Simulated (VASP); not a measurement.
N: single point with r2SCAN

Crystal: N.

```xyz
2
Lattice="3.6290 0.0000 0.0000 -1.8145 3.1428 0.0000 0.0000 0.0000 5.8900" Properties=species:S:1:pos:R:3 pbc="T T T"
N    -0.0707    2.0245    1.4725
N     1.8145    1.0476    4.4175
```

This cell differs from its parent crystal: +0.000) A along [1 1 0] and z.

| Property | Result |
| --- | --- |
| Program | VASP 6.6.1 |
| Task | single point |
| Functional | r2SCAN |
| Potentials or basis | VASP PAW PBE potentials, release 64 (N) |
| Cutoff | 520 eV |
| k mesh | 6 × 6 × 4 |
| Occupations | gaussian, width 0.05 eV |
| Spin | collinear spin, ferromagnetic start |
| Starting moments | [3.2, 3.2] μB |

The pressure is 0.2 GPa. The largest force is 0.005 eV/Å. The band gap on the k mesh is 3.93 eV, the net moment is 6.00 μB per cell and the site moments are N +1.99 μB. The valence electrons inside the program's atomic spheres are N 3.30.

Forces in eV/Å, atoms in the order of the input:
```
N    0.004  0.003  0.000
N   -0.004 -0.003  0.000
```

Levels at points of the mesh, in eV from the valence-band top:
Spin up:
```csv
k point,band 4,band 5,band 6,band 7,band 8,band 9,band 10,band 11,band 12,band 13
"(0.00, 0.00, 0.00)",-0.15,-0.12,-0.02,0.00,0.00,8.32,12.27,12.61,18.93,19.11
"(0.50, 0.00, 0.00)",-0.86,-0.57,-0.38,-0.31,-0.13,11.93,12.16,13.37,14.42,15.18
"(0.00, 0.50, 0.00)",-0.83,-0.65,-0.38,-0.22,-0.13,11.95,12.18,13.11,14.32,15.54
"(0.50, 0.50, 0.00)",-0.84,-0.63,-0.38,-0.24,-0.13,11.94,12.17,13.18,14.35,15.44
"(0.00, 0.00, 0.50)",-0.64,-0.07,-0.07,-0.07,-0.07,9.67,9.67,15.97,15.97,19.26
"(0.50, 0.00, 0.50)",-1.13,-0.26,-0.26,-0.25,-0.25,12.16,12.16,13.34,13.34,16.48
"(0.00, 0.50, 0.50)",-1.11,-0.29,-0.29,-0.25,-0.25,12.15,12.15,13.36,13.36,16.56
"(0.50, 0.50, 0.50)",-1.12,-0.29,-0.29,-0.24,-0.24,12.15,12.15,13.35,13.35,16.53
```
Spin down:
```csv
k point,band 1,band 2,band 3,band 4,band 5
"(0.00, 0.00, 0.00)",-7.28,-6.78,3.93,5.91,5.95
"(0.50, 0.00, 0.00)",-6.77,-6.66,4.15,4.57,5.10
"(0.00, 0.50, 0.00)",-6.81,-6.63,4.08,4.64,4.97
"(0.50, 0.50, 0.00)",-6.80,-6.63,4.10,4.62,5.00
"(0.00, 0.00, 0.50)",-7.04,-7.04,4.89,4.89,6.03
"(0.50, 0.00, 0.50)",-6.72,-6.72,4.06,4.06,5.70
"(0.00, 0.50, 0.50)",-6.72,-6.72,4.10,4.10,5.64
"(0.50, 0.50, 0.50)",-6.72,-6.72,4.09,4.09,5.65
```

Wall time 5.5 min on 1 thread of Intel(R) Xeon(R) Platinum 8259CL CPU @ 2.50GHz (Skylake/Cascade Lake), with other jobs on the host, peak memory 0.27 GiB.

Caveat: the cell differs from its parent crystal (+0.000) A along [1 1 0] and z); the atoms stand far beyond bonding distance; the PAW data sets were made with another functional, which shifts forces and pressure a little. A k mesh can miss the band edges.
